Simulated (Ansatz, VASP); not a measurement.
Two plane-wave programs on TiO2

```
CELL_PARAMETERS angstrom
4.64328 0.00000 0.00000
0.00000 4.64328 0.00000
0.00000 0.00000 2.96388
ATOMIC_POSITIONS crystal
Ti 0.00000 0.00000 0.00000
Ti 0.50000 0.50000 0.50000
O 0.30513 0.30513 0.00000
O 0.19487 0.80513 0.50000
O 0.69487 0.69487 0.00000
O 0.80513 0.19487 0.50000
```

Alike in both runs: functional PBE; k mesh 6 × 6 × 10; occupations gaussian, width 0.02 eV; no spin polarisation.

Ansatz relaxed the structure, and its values are those at the end. VASP's run is a single point on that final structure, the one shown.

```csv
,VASP,Ansatz
version,VASP 6.6.1,Ansatz 0.2.0
potentials or method,"VASP PAW PBE potentials, release 64 (Ti_sv, O), cutoff 520 eV","scalar-relativistic, plane waves, PAW"
valence electrons in the cell,48,48
```

```tsv
	VASP	Ansatz	Ansatz less VASP
gap on the k mesh at the Fermi level (eV)	1.84	1.86	+0.024
least direct gap on the mesh (eV)	1.84	1.86	+0.024
pressure (GPa)	0.7	0.0	-0.65
rms of the force components (eV/Å)	0.014	0.000	-0.0135
```

With one functional, cell and mesh, what is left measures potentials, basis and numerics.
